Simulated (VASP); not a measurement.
# Li (Pm-3m) in VASP: single point with PBE

Aim: the single point of Li with PBE.

Program: VASP 6.6.1. These are calculated values, not measurements. Logs are shortened: lines on timing, memory, paths and dates and some standing lists are left out, and cuts for length are marked.

## 1. The cell of the first run

The structure is cubic, space group Pm-3m (No. 221). Conventional cell: a = 2.811 Å, b = 2.811 Å, c = 2.811 Å, α = 90.00°, β = 90.00°, γ = 90.00°. Within 3.7 Å of Li (site symmetry m-3m) lie 6 Li at 2.81 Å.

This isn't the form of Li at room conditions, which is bcc.

## 2. Single point, PBE

Contents of INCAR:

```
PREC = Accurate ; ENCUT = 750
EDIFF = 1E-6 ; ISMEAR = 1
SIGMA = 0.1 ; LREAL = False
LASPH = True ; NELM = 120
ALGO = Normal ; ISIF = 2
LWAVE = False ; LCHARG = False
GGA = PE ; NBANDS = 8
GGA_COMPAT = False
```

Contents of KPOINTS:

```
regular mesh
0
Gamma
  10 10 10
```

Contents of POSCAR:

```
Li
1.0
    2.8111500000      0.0000000000      0.0000000000
    0.0000000000      2.8111500000      0.0000000000
    0.0000000000      0.0000000000      2.8111500000
Li
1
Direct
    0.0000000000      0.0000000000      0.0000000000
```

Potentials or basis: VASP PAW PBE potentials, release 64 (Li_sv).

Launch:

```
cat potpaw_PBE.64/Li_sv/POTCAR > POTCAR
mpirun -np 1 vasp_std > vasp.out
```

OUTCAR:

```text
PREC = Accurate
   ENCUT = 750
   EDIFF = 1E-6
   ISMEAR = 1
   LREAL = False
   LASPH = True
   NELM = 120
   ISIF = 2
   GGA = PE

 ion  position               nearest neighbor table
   1  0.000  0.000  0.000-

  LATTYP: Found a simple cubic cell.
 ALAT       =     2.8111500000

  Lattice vectors:

 A1 = (   2.8111500000,   0.0000000000,   0.0000000000)
 A2 = (   0.0000000000,   2.8111500000,   0.0000000000)
 A3 = (   0.0000000000,   0.0000000000,   2.8111500000)

Analysis of symmetry for initial positions (statically):
=====================================================================
 Subroutine PRICEL returns:
 Original cell was already a primitive cell.

 Routine SETGRP: Setting up the symmetry group for a
 simple cubic supercell.

 Subroutine GETGRP returns: Found 48 space group operations
 (whereof 48 operations were pure point group operations)
 out of a pool of 48 trial point group operations.

The static configuration has the point symmetry O_h .

Analysis of symmetry for dynamics (positions and initial velocities):
=====================================================================
 Subroutine PRICEL returns:
 Original cell was already a primitive cell.

 Routine SETGRP: Setting up the symmetry group for a
 simple cubic supercell.

 Subroutine GETGRP returns: Found 48 space group operations
 (whereof 48 operations were pure point group operations)
 out of a pool of 48 trial point group operations.

The dynamic configuration has the point symmetry O_h .

 Subroutine INISYM returns: Found 48 space group operations
 (whereof 48 operations are pure point group operations),
 and found     1 'primitive' translations

----------------------------------------------------------------------------------------

                                     Primitive cell

  volume of cell :      22.2153

  direct lattice vectors                    reciprocal lattice vectors
     2.811150000  0.000000000  0.000000000     0.355726304  0.000000000  0.000000000
     0.000000000  2.811150000  0.000000000     0.000000000  0.355726304  0.000000000
     0.000000000  0.000000000  2.811150000     0.000000000  0.000000000  0.355726304

  length of vectors
     2.811150000  2.811150000  2.811150000     0.355726304  0.355726304  0.355726304

  position of ions in fractional coordinates (direct lattice)
     0.000000000  0.000000000  0.000000000

  ion indices of the primitive-cell ions
   primitive index   ion index
                 1           1

----------------------------------------------------------------------------------------

 KPOINTS: regular mesh

Automatic generation of k-mesh.
 Grid dimensions read from file:
 generate k-points for:   10   10   10

 Generating k-lattice:

  Cartesian coordinates                     Fractional coordinates (reciprocal lattice)
     0.035572630  0.000000000  0.000000000     0.100000000  0.000000000  0.000000000
     0.000000000  0.035572630  0.000000000     0.000000000  0.100000000  0.000000000
     0.000000000  0.000000000  0.035572630     0.000000000  0.000000000  0.100000000

  Length of vectors
     0.035572630  0.035572630  0.035572630

  Shift w.r.t. Gamma in fractional coordinates (k-lattice)
     0.000000000  0.000000000  0.000000000

 Subroutine IBZKPT returns following result:
 ===========================================

 Found     56 irreducible k-points:

 Following reciprocal coordinates:
            Coordinates               Weight
  0.000000  0.000000  0.000000      1.000000
  0.100000  0.000000  0.000000      6.000000
  0.200000  0.000000  0.000000      6.000000
  0.300000  0.000000  0.000000      6.000000
  0.400000  0.000000  0.000000      6.000000
  0.500000  0.000000  0.000000      3.000000
[... 16 lines left out ...]
  0.200000  0.100000  0.100000     24.000000
  0.300000  0.100000  0.100000     24.000000
 [... further k-points ...]
   k-points           NKPTS =     56   k-points in BZ     NKDIM =     56   number of bands    NBANDS=      8
   number of dos      NEDOS =    301   number of ions     NIONS =      1
   total plane-waves  NPLWV =  21952
   dimension x,y,z NGX =    28 NGY =   28 NGZ =   28
   dimension x,y,z NGXF=    56 NGYF=   56 NGZF=   56
   ions per type =               1
   NGX,Y,Z   is equivalent  to a cutoff of  16.56, 16.56, 16.56 a.u.
   NGXF,Y,Z  is equivalent  to a cutoff of  33.12, 33.12, 33.12 a.u.
 SYSTEM =  unknown system
   PREC   = accura    normal or accurate (medium, high low for compatibility)
   ISTART =      0    job   : 0-new  1-cont  2-samecut
   ICHARG =      2    charge: 1-file 2-atom 10-const
   ISPIN  =      1    spin polarized calculation?
   LNONCOLLINEAR =      F non collinear calculations
   LSORBIT =      F    spin-orbit coupling
   LASPH  =      T    aspherical Exc in radial PAW
   ENCUT  =  750.0 eV  55.12 Ry    7.42 a.u.   6.28  6.28  6.28*2*pi/ulx,y,z
   NELM   =    120;   NELMIN=  2; NELMDL= -5     # of ELM steps
   EDIFF  = 0.1E-05   stopping-criterion for ELM
   LREAL  =      F    real-space projection
   EDIFFG = 0.1E-04   stopping-criterion for IOM
   NSW    =      0    number of steps for IOM
   IBRION =     -1    ionic relax: 0-MD 1-quasi-New 2-CG
   NFREE  =      0    steps in history (QN), initial steepest desc. (CG)
   ISIF   =      2    stress and relaxation
   ISYM   =      2    0-nonsym 1-usesym 2-fastsym
   POTIM  = 0.5000    time-step for ionic-motion
   TEBEG  =    0.0;   TEEND  =   0.0 temperature during run
   PSTRESS=    0.0 pullay stress
   NELECT =       3.0000    total number of electrons
   NUPDOWN=      -1.0000    fix difference up-down
   EMIN   =  10.00;   EMAX   =-10.00  energy-range for DOS
   EFERMI =   0.00;   METHOD = LEGACY
   ISMEAR =     1;   SIGMA  =   0.10  broadening in eV -4-tet -1-fermi 0-gaus
   EFERMI_NEDOS =   21; number of points for ismear=-14 and -15
   IALGO  =     38    algorithm
   IMIX   =      4    mixing-type and parameters
     AMIX     =   0.40;   BMIX     =  1.00
     AMIX_MAG =   1.60;   BMIX_MAG =  1.00
  volume/ion in A,a.u.               =      22.22       149.92
  Fermi-wavevector in a.u.,A,eV,Ry     =   0.839907  1.587194  9.598146  0.705444
  Thomas-Fermi vector in A             =   1.954202
   LORBIT       =      0    0 simple, 1 ext, 2 COOP (PROOUT), +10 PAW based schemes
   GGA     = PE    functional components
   LHFCALC =     F    Hartree Fock is set to
   AEXX    =    0.0000 exact exchange contribution
   IVDW    =     0    specifies the selected vdW correction
   LEPSILON=     F    determine dielectric tensor
   LRPA    =     F    only Hartree local field effects (RPA)
 non-spin polarized calculation
 Methfessel and Paxton  Order N= 1 SIGMA  =   0.10
  energy-cutoff  :      750.00
  volume of cell :       22.22
 maximum number of plane-waves:      1064
 NGX is ok and might be reduce to    28
   NGX = 13   NGY = 13   NGZ = 13

 number of electron       3.0000002 magnetization

 Free energy of the ion-electron system (eV)
  ---------------------------------------------------
  ext. energy  EPLUGINS =         0.00000000
  ---------------------------------------------------
  free energy    TOTEN  =        -1.78174816 eV

  energy without entropy =       -1.78124636  energy(sigma->0) =       -1.78158089

 E-fermi :   0.4218     XC(G=0):  -6.8221

 val. band max:        0.2273036706   @ k =   0.3000   0.3000   0.2000
 cond. band min:       0.4366735346   @ k =   0.4000   0.2000   0.2000
 fundamental gap:      0.2093698640
 Fermi energy:         0.4218178870

 k-point     1 :       0.0000    0.0000    0.0000
  band No.  band energies     occupation
      1     -46.5557      2.00000
      2      -3.0415      2.00000
      3      11.6171      0.00000
      4      11.6171      0.00000
      5      11.6171      0.00000
      6      13.9242      0.00000
      7      13.9242      0.00000
      8      19.5354      0.00000

 k-point     2 :       0.1000    0.0000    0.0000
  band No.  band energies     occupation
      1     -46.5542      2.00000
      2      -2.8970      2.00000
      3       9.6163      0.00000
      4      11.7820      0.00000
      5      11.7820      0.00000
      6      14.1104      0.00000
      7      16.0772      0.00000
      8      19.5185      0.00000

 k-point     3 :       0.2000    0.0000    0.0000
  band No.  band energies     occupation
      1     -46.5504      2.00000
      2      -2.4671      2.00000
      3       7.0809      0.00000
      4      12.2651      0.00000
      5      12.2651      0.00000
      6      14.6664      0.00000
      7      18.0371      0.00000
      8      20.4559      0.00000

 k-point     4 :       0.3000    0.0000    0.0000
  band No.  band energies     occupation
      1     -46.5456      2.00000
      2      -1.7696      2.00000
      3       4.8352      0.00000
      4      13.0182      0.00000
      5      13.0182      0.00000
      6      15.5814      0.00000
      7      17.9660      0.00000
      8      21.9613      0.00000

 k-point     5 :       0.4000    0.0000    0.0000
  band No.  band energies     occupation
      1     -46.5418      2.00000
      2      -0.8806      2.00000
      3       3.0112      0.00000
      4      13.8799      0.00000
      5      13.8799      0.00000
      6      16.8026      0.00000
      7      17.6526      0.00000
      8      20.0229      0.00000
[... 177 lines left out ...]
 k-point    22 :       0.1000    0.1000    0.1000
  band No.  band energies     occupation
      1     -46.5513      2.00000
      2      -2.6051      2.00000
      3       9.4095      0.00000
      4       9.4095      0.00000
      5      11.6216      0.00000
      6      17.1770      0.00000
      7      17.1770      0.00000
      8      19.1918      0.00000

 k-point    23 :       0.2000    0.1000    0.1000
  band No.  band energies     occupation
      1     -46.5475      2.00000
      2      -2.1690      2.00000
      3       7.1821      0.00000
      4       9.9243      0.00000
      5      11.9233      0.00000
      6      17.6634      0.00000
      7      18.3018      0.00000
      8      20.3428      0.00000

 k-point    24 :       0.3000    0.1000    0.1000
  band No.  band energies     occupation
      1     -46.5428      2.00000
      2      -1.4599      2.00000
      3       5.0213      0.00000
      4      10.7455      0.00000
      5      12.5996      0.00000
      6      17.2253      0.00000
      7      18.1982      0.00000
      8      19.6613      0.00000

 [... further k-points ...]

------------------------ aborting loop because EDIFF is reached ----------------------------------------

  FORCE on cell =-STRESS in cart. coord.  units (eV):
  Direction    XX          YY          ZZ          XY          YZ          ZX
  --------------------------------------------------------------------------------------
  -------------------------------------------------------------------------------------
  Total       -0.1367013     -0.1367013     -0.1367013      0.0000000      0.0000000     -0.0000000
  in kB       -9.8589631     -9.8589631     -9.8589631      0.0000000      0.0000000     -0.0000000
  external PRESSURE =      -9.8589631 kB  Pullay stress =       0.0000000 kB

 VOLUME and BASIS-vectors are now :
 -----------------------------------------------------------------------------
  energy-cutoff  :      750.00
  volume of cell :       22.22
      direct lattice vectors                 reciprocal lattice vectors
     2.811150000  0.000000000  0.000000000     0.355726304  0.000000000  0.000000000
     0.000000000  2.811150000  0.000000000     0.000000000  0.355726304  0.000000000
     0.000000000  0.000000000  2.811150000     0.000000000  0.000000000  0.355726304

 POSITION                                       TOTAL-FORCE (eV/Angst)
 -----------------------------------------------------------------------------------
      0.00000      0.00000      0.00000         0.000000      0.000000      0.000000
 -----------------------------------------------------------------------------------
    total drift:                               -0.000000     -0.000000     -0.000000

  FREE ENERGIE OF THE ION-ELECTRON SYSTEM (eV)
  ---------------------------------------------------
  free  energy   TOTEN  =        -1.7817481626 eV

  energy  without entropy=       -1.7812463577  energy(sigma->0) =       -1.78158089
```

Run time: 15 s. Hardware: 1 thread of Intel Xeon 8259CL, shared host; peak memory 0.15 GiB.

What came out:

```
Free energy            : -1.7817 eV
Pressure               : -1.0 GPa
Band gap on the k mesh : zero (an odd number of electrons rules out a gap without spin polarisation)
```
